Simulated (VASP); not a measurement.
# Ga16SiN15 (a cell with a defect) in VASP: electric field gradients with PBE

Aim: the electric field gradients of Ga16SiN15 (a cell with a defect) with PBE.

All numbers are computed with VASP 6.6.1; they aren't measurements. Logs are shortened: lines on timing, memory, paths and dates and some standing lists are left out, and cuts for length are marked.

### 1 The cell of the first run

The cell holds a defect, 32 atoms: a = 6.360 Å, b = 6.360 Å, c = 10.332 Å, α = 90.00°, β = 90.00°, γ = 120.00°.

### 2 Electric field gradients, PBE

File INCAR:

```
  PREC = Accurate
  ENCUT = 520
  EDIFF = 1E-8
  ISMEAR = -1
  SIGMA = 0.01
  LREAL = Auto
  LASPH = True
  NELM = 100
  ALGO = Normal
  ISIF = 2
  LWAVE = False
  LCHARG = False
  GGA = PE
  LEFG = True
  NELECT = 288.0
  NBANDS = 166
```

File KPOINTS:

```
regular mesh
0
Gamma
  4 4 2
```

File POSCAR:

```
Ga16SiN15
1.0
    6.3600000000      0.0000000000      0.0000000000
   -3.1800000000      5.5079215680      0.0000000000
    0.0000000000      0.0000000000     10.3320000000
Ga Si N
16 1 15
Direct
    0.1666666666      0.3333333334      0.0000000000
    0.1666666666      0.3333333334      0.5000000000
    0.1666666666      0.8333333334      0.0000000000
    0.1666666666      0.8333333334      0.5000000000
    0.6666666666      0.3333333334      0.0000000000
    0.6666666666      0.3333333334      0.5000000000
    0.6666666666      0.8333333334      0.0000000000
    0.6666666666      0.8333333334      0.5000000000
    0.3333333334      0.1666666666      0.2500000000
    0.3333333334      0.1666666666      0.7500000000
    0.3333333334      0.6666666666      0.2500000000
    0.3333333334      0.6666666666      0.7500000000
    0.8333333334      0.1666666666      0.2500000000
    0.8333333334      0.1666666666      0.7500000000
    0.8333333334      0.6666666666      0.2500000000
    0.8333333334      0.6666666666      0.7500000000
    0.1666666666      0.3333333334      0.1875000000
    0.1666666666      0.3333333334      0.6875000000
    0.1666666666      0.8333333334      0.1875000000
    0.1666666666      0.8333333334      0.6875000000
    0.6666666666      0.3333333334      0.1875000000
    0.6666666666      0.3333333334      0.6875000000
    0.6666666666      0.8333333334      0.1875000000
    0.6666666666      0.8333333334      0.6875000000
    0.3333333334      0.1666666666      0.4375000000
    0.3333333334      0.1666666666      0.9375000000
    0.3333333334      0.6666666666      0.4375000000
    0.3333333334      0.6666666666      0.9375000000
    0.8333333334      0.1666666666      0.4375000000
    0.8333333334      0.1666666666      0.9375000000
    0.8333333334      0.6666666666      0.4375000000
    0.8333333334      0.6666666666      0.9375000000
```

Potentials or basis: VASP PAW PBE potentials, release 64 (Ga_d, Si, N).

On the command line:

```sh
$ cat potpaw_PBE.64/Ga_d/POTCAR potpaw_PBE.64/Si/POTCAR potpaw_PBE.64/N/POTCAR > POTCAR
$ mpirun -np 1 vasp_std > vasp.out
```

OUTCAR:

```text
PREC = Accurate
   ENCUT = 520
   EDIFF = 1E-8
   ISMEAR = -1
   LREAL = Auto
   LASPH = True
   NELM = 100
   ISIF = 2
   GGA = PE
   NELECT = 288.0

 ion  position               nearest neighbor table
   1  0.167  0.333  0.000-  17 1.94  28 1.95  30 1.95  26 1.95
   2  0.167  0.333  0.500-  18 1.94  27 1.95  29 1.95  25 1.95
   3  0.167  0.833  0.000-  19 1.94  26 1.95  32 1.95  28 1.95
   4  0.167  0.833  0.500-  20 1.94  25 1.95  31 1.95  27 1.95
   5  0.667  0.333  0.000-  21 1.94  32 1.95  26 1.95  30 1.95
   6  0.667  0.333  0.500-  22 1.94  31 1.95  25 1.95  29 1.95
[... 24 lines left out ...]
  31  0.833  0.667  0.438-  15 1.94   6 1.95   4 1.95   8 1.95
  32  0.833  0.667  0.938-  16 1.94   5 1.95   3 1.95   7 1.95

  LATTYP: Found a hexagonal cell.
 ALAT       =     6.3600000000
 C/A-ratio  =     1.6245283019

  Lattice vectors:

 A1 = (   6.3600000000,   0.0000000000,   0.0000000000)
 A2 = (  -3.1800000000,   5.5079215680,   0.0000000000)
 A3 = (   0.0000000000,   0.0000000000,  10.3320000000)

Analysis of symmetry for initial positions (statically):
=====================================================================
 Subroutine PRICEL returns:
 Original cell was already a primitive cell.

 Routine SETGRP: Setting up the symmetry group for a
 hexagonal supercell.

 Subroutine GETGRP returns: Found  6 space group operations
 (whereof  2 operations were pure point group operations)
 out of a pool of 24 trial point group operations.

The static configuration has the point symmetry C_1h.
 The point group associated with its full space group is C_3v.

Analysis of symmetry for dynamics (positions and initial velocities):
=====================================================================
 Subroutine PRICEL returns:
 Original cell was already a primitive cell.

 Routine SETGRP: Setting up the symmetry group for a
 hexagonal supercell.

 Subroutine GETGRP returns: Found  6 space group operations
 (whereof  2 operations were pure point group operations)
 out of a pool of 24 trial point group operations.

The dynamic configuration has the point symmetry C_1h.
 The point group associated with its full space group is C_3v.

 Subroutine INISYM returns: Found  6 space group operations
 (whereof  2 operations are pure point group operations),
 and found     1 'primitive' translations

----------------------------------------------------------------------------------------

                                     Primitive cell

  volume of cell :     361.9339

  direct lattice vectors                    reciprocal lattice vectors
     6.360000000  0.000000000  0.000000000     0.157232704  0.090778344  0.000000000
    -3.180000000  5.507921568  0.000000000     0.000000000  0.181556688  0.000000000
     0.000000000  0.000000000 10.332000000     0.000000000  0.000000000  0.096786682

  length of vectors
     6.360000000  6.360000000 10.332000000     0.181556688  0.181556688  0.096786682

  position of ions in fractional coordinates (direct lattice)
     0.166666667  0.333333333  0.000000000
     0.166666667  0.333333333  0.500000000
     0.166666667  0.833333333  0.000000000
     0.166666667  0.833333333  0.500000000
     0.666666667  0.333333333  0.000000000
     0.666666667  0.333333333  0.500000000
[... 24 lines left out ...]
     0.833333333  0.666666667  0.437500000
     0.833333333  0.666666667  0.937500000

  ion indices of the primitive-cell ions
   primitive index   ion index
                 1           1
                 2           2
                 3           3
                 4           4
                 5           5
                 6           6
[... 24 lines left out ...]
                31          31
                32          32

----------------------------------------------------------------------------------------

 KPOINTS: regular mesh

Automatic generation of k-mesh.
 Grid dimensions read from file:
 generate k-points for:    4    4    2

[... 35 lines left out ...]
   NGXF,Y,Z  is equivalent  to a cutoff of  25.09, 25.09, 25.74 a.u.
 SYSTEM =  unknown system
   PREC   = accura    normal or accurate (medium, high low for compatibility)
   ISTART =      0    job   : 0-new  1-cont  2-samecut
   ICHARG =      2    charge: 1-file 2-atom 10-const
   ISPIN  =      1    spin polarized calculation?
   LNONCOLLINEAR =      F non collinear calculations
   LSORBIT =      F    spin-orbit coupling
   LASPH  =      T    aspherical Exc in radial PAW
   ENCUT  =  520.0 eV  38.22 Ry    6.18 a.u.  11.83 11.83 19.21*2*pi/ulx,y,z
   NELM   =    100;   NELMIN=  2; NELMDL= -5     # of ELM steps
   EDIFF  = 0.1E-07   stopping-criterion for ELM
   LREAL  =      T    real-space projection
   EDIFFG = 0.1E-06   stopping-criterion for IOM
   NSW    =      0    number of steps for IOM
   IBRION =     -1    ionic relax: 0-MD 1-quasi-New 2-CG
   NFREE  =      0    steps in history (QN), initial steepest desc. (CG)
   ISIF   =      2    stress and relaxation
   ISYM   =      2    0-nonsym 1-usesym 2-fastsym
   POTIM  = 0.5000    time-step for ionic-motion
   TEBEG  =    0.0;   TEEND  =   0.0 temperature during run
   PSTRESS=    0.0 pullay stress
   NELECT =     288.0000    total number of electrons
   NUPDOWN=      -1.0000    fix difference up-down
   EMIN   =  10.00;   EMAX   =-10.00  energy-range for DOS
   EFERMI =   0.00;   METHOD = LEGACY
   ISMEAR =    -1;   SIGMA  =   0.01  broadening in eV -4-tet -1-fermi 0-gaus
   EFERMI_NEDOS =   21; number of points for ismear=-14 and -15
   IALGO  =     38    algorithm
   IMIX   =      4    mixing-type and parameters
     AMIX     =   0.40;   BMIX     =  1.00
     AMIX_MAG =   1.60;   BMIX_MAG =  1.00
  volume/ion in A,a.u.               =      11.31        76.33
  Fermi-wavevector in a.u.,A,eV,Ry     =   1.517036  2.866782 31.312427  2.301398
  Thomas-Fermi vector in A             =   2.626345
   LORBIT       =      0    0 simple, 1 ext, 2 COOP (PROOUT), +10 PAW based schemes
   GGA     = PE    functional components
   LHFCALC =     F    Hartree Fock is set to
   AEXX    =    0.0000 exact exchange contribution
   IVDW    =     0    specifies the selected vdW correction
   LEPSILON=     F    determine dielectric tensor
   LRPA    =     F    only Hartree local field effects (RPA)
 non-spin polarized calculation
  energy-cutoff  :      520.00
  volume of cell :      361.93
 maximum number of plane-waves:      9768
 NGX is ok and might be reduce to    48
   NGX = 23   NGY = 23   NGZ = 39

 number of electron     288.0000015 magnetization

 Free energy of the ion-electron system (eV)
  ---------------------------------------------------
  ext. energy  EPLUGINS =         0.00000000
  ---------------------------------------------------
  free energy    TOTEN  =      -174.89330095 eV

  energy without entropy =     -174.89330095  energy(sigma->0) =     -174.89330095

 E-fermi :   7.5375     XC(G=0): -11.8250

 val. band max:        7.2949281755   @ k =   0.0000   0.0000   0.0000
 cond. band min:       7.8919339513   @ k =   0.0000   0.0000   0.0000
 fundamental gap:      0.5970057757
 Fermi energy:         7.5374526053

 k-point     1 :       0.0000    0.0000    0.0000
  band No.  band energies     occupation
      1     -10.4447      2.00000
      2      -9.8434      2.00000
      3      -9.7822      2.00000
      4      -9.6109      2.00000
      5      -9.6026      2.00000
      6      -9.6026      2.00000
[... 1261 lines left out ...]
    155      12.0274      0.00000
    156      12.0671      0.00000
 [bands above 156 left out]

------------------------ aborting loop because EDIFF is reached ----------------------------------------

  FORCE on cell =-STRESS in cart. coord.  units (eV):
  Direction    XX          YY          ZZ          XY          YZ          ZX
  --------------------------------------------------------------------------------------
  -------------------------------------------------------------------------------------
  Total       53.8745933     53.8745933     60.6687216     -0.0000000      0.0000000      0.0000000
  in kB      238.4873382    238.4873382    268.5629914     -0.0000000      0.0000000      0.0000000
  external PRESSURE =     248.5125559 kB  Pullay stress =       0.0000000 kB

 VOLUME and BASIS-vectors are now :
 -----------------------------------------------------------------------------
  energy-cutoff  :      520.00
  volume of cell :      361.93
      direct lattice vectors                 reciprocal lattice vectors
     6.360000000  0.000000000  0.000000000     0.157232704  0.090778344  0.000000000
    -3.180000000  5.507921568  0.000000000     0.000000000  0.181556688  0.000000000
     0.000000000  0.000000000 10.332000000     0.000000000  0.000000000  0.096786682

 POSITION                                       TOTAL-FORCE (eV/Angst)
 -----------------------------------------------------------------------------------
     -0.00000      1.83597      0.00000         0.000000      0.000000     -6.874583
     -0.00000      1.83597      5.16600         0.000000      0.000000     -0.605113
     -1.59000      4.58993      0.00000         0.121817      0.070331      0.313355
     -1.59000      4.58993      5.16600         0.183192      0.105766     -0.330618
      3.18000      1.83597      0.00000         0.000000     -0.140662      0.313355
      3.18000      1.83597      5.16600         0.000000     -0.211532     -0.330618
[... 24 lines left out ...]
      3.18000      3.67195      4.52025         0.000000      0.000000      0.354346
      3.18000      3.67195      9.68625         0.000000      0.000000     -0.102862
 -----------------------------------------------------------------------------------
    total drift:                               -0.000006     -0.000008     -0.004845

  FREE ENERGIE OF THE ION-ELECTRON SYSTEM (eV)
  ---------------------------------------------------
  free  energy   TOTEN  =      -174.8933009496 eV

  energy  without entropy=     -174.8933009496  energy(sigma->0) =     -174.89330095

 Electric field gradients (V/A^2)
---------------------------------------------------------------------
 ion       V_xx      V_yy      V_zz      V_xy      V_xz      V_yz
---------------------------------------------------------------------
   1      73.670    73.675  -147.345     0.004    -0.000     0.000
   2      -1.695    -1.690     3.385     0.004    -0.000     0.000
   3       5.440     4.017    -9.457     1.240     1.232     0.711
   4      -1.006    -2.942     3.948     1.685     0.509     0.294
   5       3.298     6.158    -9.457     0.004    -0.000    -1.423
   6      -3.917    -0.031     3.948     0.004    -0.000    -0.588
[... 24 lines left out ...]
  31       0.555     0.553    -1.108    -0.001     0.000    -0.000
  32      -0.813    -0.814     1.626    -0.001     0.000    -0.000
---------------------------------------------------------------------

 Electric field gradients after diagonalization (V/A^2)
 (convention: |V_zz| > |V_xx| > |V_yy|)
----------------------------------------------------------------------
 ion       V_xx      V_yy      V_zz     asymmetry (V_yy - V_xx)/ V_zz
----------------------------------------------------------------------
   1      73.677    73.668  -147.345       0.000
   2      -1.697    -1.688     3.385       0.003
   3       6.287     3.298    -9.585       0.312
   4      -3.917    -0.116     4.033       0.943
   5       6.287     3.298    -9.585       0.312
   6      -3.917    -0.116     4.033       0.943
[... 24 lines left out ...]
  31       0.555     0.553    -1.108       0.002
  32      -0.814    -0.812     1.626       0.001
----------------------------------------------------------------------

           NMR quadrupolar parameters

 Cq : quadrupolar parameter    Cq=e*Q*V_zz/h
 eta: asymmetry parameters     (V_yy - V_xx)/ V_zz
 Q  : nuclear electric quadrupole moment in mb (millibarn)
----------------------------------------------------------------------
 ion       Cq(MHz)       eta       Q (mb)
----------------------------------------------------------------------
   1      -0.356       0.000       1.000
   2       0.008       0.003       1.000
   3      -0.023       0.312       1.000
   4       0.010       0.943       1.000
   5      -0.023       0.312       1.000
   6       0.010       0.943       1.000
[... 24 lines left out ...]
  31      -0.003       0.002       1.000
  32       0.004       0.001       1.000
----------------------------------------------------------------------
```

Run time: 25 min. Hardware: 1 thread of Intel Xeon 6975P-C (Granite Rapids), shared host; peak memory 0.62 GiB.

What came out:

```
Free energy   : -174.8933 eV
Largest force : 6.875 eV/Å
```

Forces in eV/Å, atoms in the order of the input:
```
Ga   0.000  0.000 -6.875
Ga   0.000  0.000 -0.605
Ga   0.122  0.070  0.313
Ga   0.183  0.106 -0.331
Ga   0.000 -0.141  0.313
Ga   0.000 -0.212 -0.331
Ga  -0.122  0.070  0.313
Ga  -0.183  0.106 -0.331
Ga   5.405 -3.121  1.829
Ga   0.102 -0.059  0.144
Ga   0.000  6.242  1.829
Ga   0.000  0.118  0.144
Ga  -5.405 -3.121  1.829
Ga  -0.102 -0.059  0.144
Ga   0.000  0.000 -0.525
Ga   0.000  0.000 -0.015
Si   0.000  0.000  0.525
N    0.000  0.000  0.120
N    0.093  0.054  0.163
N   -0.112 -0.065  0.114
N    0.000 -0.108  0.163
N    0.000  0.130  0.114
N   -0.093  0.054  0.163
N    0.112 -0.065  0.114
N    0.456 -0.263  1.129
N    0.387 -0.224 -0.988
N    0.000  0.527  1.129
N    0.000  0.447 -0.988
N   -0.456 -0.263  1.129
N   -0.387 -0.224 -0.988
N    0.000  0.000  0.354
N    0.000  0.000 -0.103
```

Electric field gradients, principal values (V/Å²):
| atom | least | middle | greatest (by size) |
| --- | --- | --- | --- |
| 1 Ga | 73.668 | 73.677 | -147.345 |
| 2 Ga | -1.688 | -1.697 | 3.385 |
| 3 Ga | 3.298 | 6.287 | -9.585 |
| 4 Ga | -0.116 | -3.917 | 4.033 |
| 5 Ga | 3.298 | 6.287 | -9.585 |
| 6 Ga | -0.116 | -3.917 | 4.033 |
| 7 Ga | 3.305 | 6.280 | -9.585 |
| 8 Ga | -0.122 | -3.911 | 4.033 |
| 9 Ga | 60.255 | 76.318 | -136.573 |
| 10 Ga | 5.947 | 6.404 | -12.352 |
| 11 Ga | 60.248 | 76.319 | -136.567 |
| 12 Ga | 5.940 | 6.411 | -12.351 |
| 13 Ga | 60.248 | 76.319 | -136.567 |
| 14 Ga | 5.940 | 6.411 | -12.351 |
| 15 Ga | -2.983 | -2.992 | 5.975 |
| 16 Ga | 2.489 | 2.497 | -4.986 |
| 17 Si | -3.620 | -3.621 | 7.241 |
| 18 N | 0.697 | 0.699 | -1.395 |
| 19 N | 7.758 | 12.997 | -20.755 |
| 20 N | 0.802 | 1.261 | -2.063 |
| 21 N | 7.758 | 12.997 | -20.755 |
| 22 N | 0.802 | 1.261 | -2.063 |
| 23 N | 7.760 | 12.997 | -20.757 |
| 24 N | 0.800 | 1.263 | -2.063 |
| 25 N | 4.241 | 4.818 | -9.059 |
| 26 N | 3.639 | 5.054 | -8.693 |
| 27 N | 4.240 | 4.820 | -9.060 |
| 28 N | 3.640 | 5.053 | -8.694 |
| 29 N | 4.240 | 4.820 | -9.060 |
| 30 N | 3.640 | 5.053 | -8.694 |
| 31 N | 0.553 | 0.555 | -1.108 |
| 32 N | -0.812 | -0.814 | 1.626 |

Caveat: the cell carries a net charge on a neutralising background, which shifts energy and pressure; the cell is charged against a uniform background, so pressure and absolute levels hang on convention; without QUAD_EFG the Cq values of the log hold for a quadrupole moment of 1 mb, not for the nuclei.
